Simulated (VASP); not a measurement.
# LiNbO3 (R3c) in VASP: notebook

Runs on LiNbO3. Level: PBE. Tasks: single point.

Program: VASP 6.6.1. These are calculated values, not measurements. Logs are shortened: lines on timing, memory, paths and dates and some standing lists are left out, and cuts for length are marked.

**1. The cell of the first run**

Symmetry: R3c, No. 161, trigonal system. The conventional cell has a = 5.160 Å, b = 5.160 Å, c = 14.859 Å, α = 90.00°, β = 90.00°, γ = 120.00°. Li (site symmetry 3) has 6 O at 2.09 to 2.33 Å within 2.8 Å. Nb (site symmetry 3) has 6 O at 1.90 to 2.21 Å within 2.5 Å. Within 2.5 Å of O (site symmetry 1) lie 2 Nb at 1.90 to 2.21 Å and 2 Li at 2.09 to 2.33 Å.

**2. Single point, PBE (volume 11.422 Å^3 an atom, c/a of the conventional cell 2.8794)**

Contents of INCAR:

```
  PREC = Accurate
  ENCUT = 520
  EDIFF = 1E-6
  ISMEAR = 0
  SIGMA = 0.05
  LREAL = False
  LASPH = True
  NELM = 60
  ALGO = Normal
  ISIF = 2
  LWAVE = False
  LCHARG = False
  GGA = PE
  NBANDS = 45
```

Contents of KPOINTS:

```
regular mesh
0
Gamma
  6 6 6
```

Contents of POSCAR:

```
LiNbO3
1.0
    2.5801617371      1.4896570735      4.9528784706
   -2.5801617371      1.4896570735      4.9528784706
    0.0000000000     -2.9793141470      4.9528784706
Li Nb O
2 2 6
Direct
    0.2815913687      0.2815913687      0.2815913687
    0.7815913687      0.7815913687      0.7815913687
    0.0004900497      0.0004900497      0.0004900497
    0.5004900497      0.5004900497      0.5004900497
    0.1104619503      0.3580262714      0.7211003599
    0.7211003599      0.1104619503      0.3580262714
    0.3580262714      0.7211003599      0.1104619503
    0.2211003599      0.8580262714      0.6104619503
    0.8580262714      0.6104619503      0.2211003599
    0.6104619503      0.2211003599      0.8580262714
```

Potentials or basis: VASP PAW PBE potentials, release 64 (Li_sv, Nb_sv, O).

Launch:

```console
> cat potpaw_PBE.64/Li_sv/POTCAR potpaw_PBE.64/Nb_sv/POTCAR potpaw_PBE.64/O/POTCAR > POTCAR
> mpirun -np 1 vasp_std > vasp.out
```

OUTCAR:

```text
PREC = Accurate
   ENCUT = 520
   EDIFF = 1E-6
   ISMEAR = 0
   LREAL = False
   LASPH = True
   NELM = 60
   ISIF = 2
   GGA = PE

 ion  position               nearest neighbor table
   1  0.282  0.282  0.282-   9 2.09  10 2.09   8 2.09
   2  0.782  0.782  0.782-   5 2.09   6 2.09   7 2.09
   3  0.000  0.000  0.000-   7 1.90   6 1.90   5 1.90  10 2.21   8 2.21   9 2.21
   4  0.500  0.500  0.500-   8 1.90  10 1.90   9 1.90   6 2.21   7 2.21   5 2.21
   5  0.110  0.358  0.721-   3 1.90   2 2.09   4 2.21
   6  0.721  0.110  0.358-   3 1.90   2 2.09   4 2.21
   7  0.358  0.721  0.110-   3 1.90   2 2.09   4 2.21
   8  0.221  0.858  0.610-   4 1.90   1 2.09   3 2.21
   9  0.858  0.610  0.221-   4 1.90   1 2.09   3 2.21
  10  0.610  0.221  0.858-   4 1.90   1 2.09   3 2.21

  LATTYP: Found a trigonal (rhomboedric) cell.
 ALAT       =     5.7799063946
 COS(alpha) =     0.6014505203

  Lattice vectors:

 A1 = (   2.5801617371,   1.4896570735,   4.9528784706)
 A2 = (  -2.5801617371,   1.4896570735,   4.9528784706)
 A3 = (   0.0000000000,  -2.9793141470,   4.9528784706)

Analysis of symmetry for initial positions (statically):
=====================================================================
 Subroutine PRICEL returns:
 Original cell was already a primitive cell.

 Routine SETGRP: Setting up the symmetry group for a
 trigonal (rhombohedral) supercell.

 Subroutine GETGRP returns: Found  6 space group operations
 (whereof  3 operations were pure point group operations)
 out of a pool of 12 trial point group operations.

The static configuration has the point symmetry C_3 .
 The point group associated with its full space group is C_3v.

Analysis of symmetry for dynamics (positions and initial velocities):
=====================================================================
 Subroutine PRICEL returns:
 Original cell was already a primitive cell.

 Routine SETGRP: Setting up the symmetry group for a
 trigonal (rhombohedral) supercell.

 Subroutine GETGRP returns: Found  6 space group operations
 (whereof  3 operations were pure point group operations)
 out of a pool of 12 trial point group operations.

The dynamic configuration has the point symmetry C_3 .
 The point group associated with its full space group is C_3v.

 Subroutine INISYM returns: Found  6 space group operations
[... 119 lines left out ...]
   ISIF   =      2    stress and relaxation
   ISYM   =      2    0-nonsym 1-usesym 2-fastsym
   POTIM  = 0.5000    time-step for ionic-motion
   TEBEG  =    0.0;   TEEND  =   0.0 temperature during run
   PSTRESS=    0.0 pullay stress
   NELECT =      68.0000    total number of electrons
   NUPDOWN=      -1.0000    fix difference up-down
   EMIN   =  10.00;   EMAX   =-10.00  energy-range for DOS
   EFERMI =   0.00;   METHOD = LEGACY
   ISMEAR =     0;   SIGMA  =   0.05  broadening in eV -4-tet -1-fermi 0-gaus
   EFERMI_NEDOS =   21; number of points for ismear=-14 and -15
   IALGO  =     38    algorithm
   IMIX   =      4    mixing-type and parameters
     AMIX     =   0.40;   BMIX     =  1.00
     AMIX_MAG =   1.60;   BMIX_MAG =  1.00
  volume/ion in A,a.u.               =      11.42        77.08
  Fermi-wavevector in a.u.,A,eV,Ry     =   1.377200  2.602531 25.805904  1.896680
  Thomas-Fermi vector in A             =   2.502375
   LORBIT       =      0    0 simple, 1 ext, 2 COOP (PROOUT), +10 PAW based schemes
   GGA     = PE    functional components
   LHFCALC =     F    Hartree Fock is set to
   AEXX    =    0.0000 exact exchange contribution
   IVDW    =     0    specifies the selected vdW correction
   LEPSILON=     F    determine dielectric tensor
   LRPA    =     F    only Hartree local field effects (RPA)
 non-spin polarized calculation
 Gauss-broadening in eV      SIGMA  =   0.05
  energy-cutoff  :      520.00
  volume of cell :      114.22
 maximum number of plane-waves:      3102
 NGX is ok and might be reduce to    48
   NGX = 21   NGY = 21   NGZ = 21

 number of electron      67.9999988 magnetization

 Free energy of the ion-electron system (eV)
  ---------------------------------------------------
  ext. energy  EPLUGINS =         0.00000000
  ---------------------------------------------------
  free energy    TOTEN  =       -79.78201318 eV

  energy without entropy =      -79.78201318  energy(sigma->0) =      -79.78201318

 E-fermi :   3.2095     XC(G=0): -10.4275

 val. band max:        2.9773001167   @ k =   0.0000   0.0000   0.0000
 cond. band min:       6.2934719601   @ k =   0.1667   0.1667  -0.0000
 fundamental gap:      3.3161718434
 Fermi energy:         3.2095214734

 k-point     1 :       0.0000    0.0000    0.0000
  band No.  band energies     occupation
      1     -51.4981      2.00000
      2     -51.4884      2.00000
      3     -39.8347      2.00000
      4     -39.8330      2.00000
      5     -27.7053      2.00000
      6     -27.7053      2.00000
[... 1141 lines left out ...]
     44      11.7245      0.00000
     45      12.9206      0.00000

 [... further k-points ...]

------------------------ aborting loop because EDIFF is reached ----------------------------------------

  FORCE on cell =-STRESS in cart. coord.  units (eV):
  Direction    XX          YY          ZZ          XY          YZ          ZX
  --------------------------------------------------------------------------------------
  -------------------------------------------------------------------------------------
  Total       -3.2833585     -3.2833585     -9.6626188      0.0000000     -0.0000000      0.0000000
  in kB      -46.0560546    -46.0560546   -135.5386871      0.0000000     -0.0000000      0.0000000
  external PRESSURE =     -75.8835987 kB  Pullay stress =       0.0000000 kB

 VOLUME and BASIS-vectors are now :
 -----------------------------------------------------------------------------
  energy-cutoff  :      520.00
  volume of cell :      114.22
      direct lattice vectors                 reciprocal lattice vectors
     2.580161737  1.489657074  4.952878471     0.193786301  0.111882573  0.067300931
    -2.580161737  1.489657074  4.952878471    -0.193786301  0.111882573  0.067300931
     0.000000000 -2.979314147  4.952878471     0.000000000 -0.223765147  0.067300931

 POSITION                                       TOTAL-FORCE (eV/Angst)
 -----------------------------------------------------------------------------------
      0.00000      0.00000      4.18406         0.000000     -0.000000      0.042988
      0.00000      0.00000     11.61338         0.000000     -0.000000      0.042988
      0.00000      0.00000      0.00728         0.000000     -0.000000      0.506345
      0.00000      0.00000      7.43660         0.000000     -0.000000      0.506345
     -0.63876     -1.45050      5.89189         0.191599     -0.366290     -0.183111
      1.57555      0.17207      5.89189         0.221417      0.349075     -0.183111
     -0.93679      1.27843      5.89189        -0.413016      0.017215     -0.183111
     -1.64337     -0.21123      8.36833         0.413016      0.017215     -0.183111
      0.63876      1.52882      8.36833        -0.191599     -0.366290     -0.183111
      1.00462     -1.31759      8.36833        -0.221417      0.349075     -0.183111
 -----------------------------------------------------------------------------------
    total drift:                               -0.000000     -0.000000      0.000680

  FREE ENERGIE OF THE ION-ELECTRON SYSTEM (eV)
  ---------------------------------------------------
  free  energy   TOTEN  =       -79.7820131752 eV

  energy  without entropy=      -79.7820131752  energy(sigma->0) =      -79.78201318
```

Wall time 14 min (1 thread of AMD EPYC 7R13 (Zen 3), shared host); peak memory 0.34 GiB.

Results:

```
Free energy            : -79.7820 eV
Largest force          : 0.506 eV/Å
Band gap on the k mesh : 3.32 eV, indirect (least direct gap 3.33 eV)
```

Forces in eV/Å, atoms in the order of the input:
```
Li   0.000  0.000  0.043
Li   0.000  0.000  0.043
Nb   0.000  0.000  0.506
Nb   0.000  0.000  0.506
O    0.192 -0.366 -0.183
O    0.221  0.349 -0.183
O   -0.413  0.017 -0.183
O    0.413  0.017 -0.183
O   -0.192 -0.366 -0.183
O   -0.221  0.349 -0.183
```

Levels at points of the mesh, in eV from the valence-band top:
```csv
k point,band 31,band 32,band 33,band 34,band 35,band 36,band 37,band 38
"(0.00, 0.00, 0.00)",-0.68,-0.61,0.00,0.00,3.33,3.33,3.95,4.75
"(0.50, 0.00, 0.00)",-0.40,-0.40,-0.25,-0.25,3.57,3.57,4.35,4.35
"(0.50, 0.50, 0.00)",-0.72,-0.71,-0.51,-0.19,3.43,3.83,4.16,4.33
"(0.50, 0.50, 0.50)",-0.27,-0.27,-0.27,-0.27,4.38,4.38,4.43,4.43
```

Caveat: the cutoff is under 1.25 times the usual one of these potentials, so pressure, stress and relaxed cells hold a basis-set (Pulay) error. A k mesh can miss the band edges.

**3. Single point, PBE (volume 11.422 Å^3 an atom, c/a of the conventional cell 2.5327)**

Changes to INCAR since step 2:

```diff
@@ -2,3 +2,3 @@
   ENCUT = 520
-  EDIFF = 1E-6
+  EDIFF = 1E-7
   ISMEAR = 0
```

Contents of KPOINTS:

```
Automatic mesh
0
Gamma
  6 6 6
```

Changes to POSCAR since step 2:

```diff
@@ -2,5 +2,5 @@
 1.0
-    2.5801617371      1.4896570735      4.9528784706
-   -2.5801617371      1.4896570735      4.9528784706
-    0.0000000000     -2.9793141470      4.9528784706
+    2.6928966156      1.5547445859      4.5468661721
+   -2.6928966156      1.5547445859      4.5468661721
+    0.0000000000     -3.1094891718      4.5468661722
 Li Nb O
```

Potentials or basis: VASP PAW PBE potentials, release 64 (Li_sv, Nb_sv, O).

Launch:

```console
> cat potpaw_PBE.64/Li_sv/POTCAR potpaw_PBE.64/Nb_sv/POTCAR potpaw_PBE.64/O/POTCAR > POTCAR
> mpirun -np 1 vasp_std > vasp.out
```

Wall time 6.4 min (1 thread of AMD EPYC 7R13 (Zen 3), shared host); peak memory 0.29 GiB.

It converged, with:

- Free energy: -79.7002 eV
- Largest force: 0.748 eV/Å
- Band gap on the k mesh: 3.25 eV, indirect (least direct gap 3.33 eV)

Forces in eV/Å, atoms in the order of the input:
```
Li   0.000  0.000 -0.089
Li   0.000  0.000 -0.089
Nb   0.000  0.000  0.489
Nb   0.000  0.000  0.489
O    0.559 -0.479 -0.133
O    0.136  0.724 -0.133
O   -0.695 -0.244 -0.133
O    0.695 -0.244 -0.133
O   -0.559 -0.479 -0.133
O   -0.136  0.724 -0.133
```

Levels at points of the mesh, in eV from the valence-band top:
| k point | band 31 | band 32 | band 33 | band 34 | band 35 | band 36 | band 37 | band 38 |
| --- | --- | --- | --- | --- | --- | --- | --- | --- |
| (0.00, 0.00, 0.00) | -0.46 | -0.38 | -0.02 | -0.02 | 3.32 | 3.32 | 3.54 | 4.65 |
| (0.50, 0.00, 0.00) | -0.24 | -0.24 | -0.14 | -0.14 | 3.53 | 3.53 | 4.26 | 4.26 |
| (0.50, 0.50, 0.00) | -0.73 | -0.52 | -0.48 | -0.20 | 3.34 | 3.76 | 4.16 | 4.25 |
| (0.50, 0.50, 0.50) | -0.34 | -0.34 | -0.34 | -0.34 | 4.05 | 4.05 | 4.38 | 4.38 |

Caveat: the cutoff is under 1.25 times the usual one of these potentials, so pressure, stress and relaxed cells hold a basis-set (Pulay) error. A k mesh can miss the band edges.
